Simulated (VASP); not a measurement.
## Mo: single point with PBEsol

Crystal: Mo.

```
Mo
1.0
    -1.56465    1.56465    1.56465
     1.56465   -1.56465    1.56465
     3.12931    3.12931    0.00000
Mo
2
Direct
  0.03595 0.03595 0.00000
  0.46405 0.46405 0.50000
```

- Program: VASP 6.6.1
- Task: single point
- Functional: PBEsol
- Potentials or basis: VASP PAW PBE potentials, release 64 (Mo_sv)
- Cutoff: 500 eV
- k mesh: 30 × 30 × 18
- Occupations: gaussian, width 0.15 eV
- Spin: no spin polarisation
- Dipole correction: no
- Further INCAR settings: ALGO = Normal; EDIFF = 1e-06; NBANDS = 21

```yaml
Pressure: 2.7 GPa
Largest_force: 1.085 eV/Å
Band_gap_on_the_k_mesh: zero (bands 14 and 15 overlap by 2.83 eV)
```

Forces on the atoms (eV/Å):
```
Mo   0.000  0.000 -1.085
Mo   0.000  0.000  1.085
```

Stress tensor (GPa, compression positive):
```
2.61 1.91 0.00
1.91 2.61 0.00
0.00 0.00 3.01
```

Levels at points of the mesh, in eV from the Fermi level:
```csv
k point,band 11,band 12,band 13,band 14,band 15,band 16,band 17,band 18
"(0.00, 0.00, 0.00)",-3.38,-1.49,-1.49,-1.18,1.63,1.77,1.77,1.89
"(0.50, 0.00, 0.00)",-3.60,-2.34,-1.88,-1.49,1.18,1.63,2.25,2.97
"(0.50, 0.50, 0.00)",-5.43,-3.22,1.37,1.73,2.49,3.56,4.20,4.28
"(0.00, 0.00, 0.50)",-2.59,-2.59,-1.71,-1.71,1.11,1.11,1.59,1.59
"(0.50, 0.00, 0.50)",-3.52,-3.52,1.59,1.59,1.89,1.89,2.48,2.48
"(0.50, 0.50, 0.50)",-3.39,-3.39,-1.12,-1.12,1.07,1.07,4.56,4.56
```

Wall time 6.9 min on 1 thread of Intel(R) Xeon(R) 6975P-C (Granite Rapids) (shared host), peak memory 1.1 GiB.

Caveat: the PAW data sets were made with another functional, which shifts forces and pressure a little.
